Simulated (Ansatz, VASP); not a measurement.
SiC in VASP and in Ansatz

```
Si C
1.0
     0.00000    1.95029    1.95029
     1.95029    0.00000    1.95029
     1.95029    1.95029    0.00000
Si C
1 1
Direct
  0.00000 0.00000 0.00000
  0.50000 0.50000 0.50000
```

Alike in both runs: task single point; functional PBE0; k mesh 10 × 10 × 10; occupations gaussian, width 0.05 eV; no spin polarisation.

|  | VASP | Ansatz |
| --- | --- | --- |
| version | VASP 6.6.1 | Ansatz 0.2.0 |
| potentials or method | VASP PAW PBE potentials, release 64 (Si, C), cutoff 520 eV | scalar-relativistic, plane waves, PAW |
| valence electrons in the cell | 8 | 8 |

VASP gave:

| Property | Result |
| --- | --- |
| gap on the k mesh at the Fermi level (eV) | 1.31 |
| least direct gap on the mesh (eV) | 6.56 |
| pressure (GPa) | 27.9 |

Q: Estimate Ansatz's values.

A: gap on the k mesh at the Fermi level (eV): 1.33; least direct gap on the mesh (eV): 6.56; pressure (GPa): 28.2.

With one functional, cell and mesh, what is left measures potentials, basis and numerics. Ansatz's warnings: stress exchange threshold loose, stress scf threshold loose.
